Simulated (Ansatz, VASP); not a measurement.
One calculation of InSb, two programs

Contents of INCAR:

```
PREC = Accurate
ENCUT = 500
EDIFF = 1E-6
ISMEAR = 0
SIGMA = 0.05
LREAL = F
LASPH = T
NELM = 120
ALGO = Normal
ISIF = 2
LWAVE = F
LCHARG = F
GGA = PE
NBANDS = 16
GGA_COMPAT = F
```

File KPOINTS:

```
regular mesh
0
Gamma
  4 4 4
```

The input POSCAR:

```
InSb
1.0
    0.0000000000      3.3635042142      3.3635042142
    3.3635042142      0.0000000000      3.3635042142
    3.3635042142      3.3635042142      0.0000000000
In Sb
1 1
Direct
    0.0000000000      0.0000000000      0.0000000000
    0.2500000000      0.2500000000      0.2500000000
```

Input for Ansatz:

```yaml
crystal:
  lattice:
    - [0.0, 3.3635042142, 3.3635042142]
    - [3.3635042142, 0.0, 3.3635042142]
    - [3.3635042142, 3.3635042142, 0.0]
  atoms:
    - { symbol: In, position: [0.0, 0.0, 0.0] }
    - { symbol: Sb, position: [0.25, 0.25, 0.25] }
basis:
  ecutwfc: 420
kpoints:
  mp_grid: { grid: [4, 4, 4] }
hamiltonian:
  xc: pbe
scf:
  occupations: { method: gaussian, width: 0.05 }
output:
  forces: true
  stress: true
  eigenvalues: true
```

Alike in both runs: task single point; functional PBE; k mesh 4 × 4 × 4; occupations gaussian, width 0.05 eV; no spin polarisation.

```csv
,VASP,Ansatz
version,VASP 6.6.1,Ansatz 0.2.0
potentials or method,"VASP PAW PBE potentials, release 64 (In_d, Sb), cutoff 500 eV","scalar-relativistic, plane waves, PAW"
valence electrons in the cell,18,28
```

|  | VASP | Ansatz | Ansatz less VASP |
| --- | --- | --- | --- |
| gap on the k mesh at the Fermi level (eV) | none | none | - |
| pressure (GPa) | -1.0 | -1.0 | +0.01 |

A gap of «none» marks a metal or a gap that the smearing closes. The functional is the same, so the differences come from potentials, cutoffs and numerics. VASP's potentials hold 18 valence electrons a cell and Ansatz's 28, so a difference there can come from the potentials and not from the codes.

The k mesh is coarse, so the values compare programs but aren't converged. Neither program's run includes spin-orbit coupling.
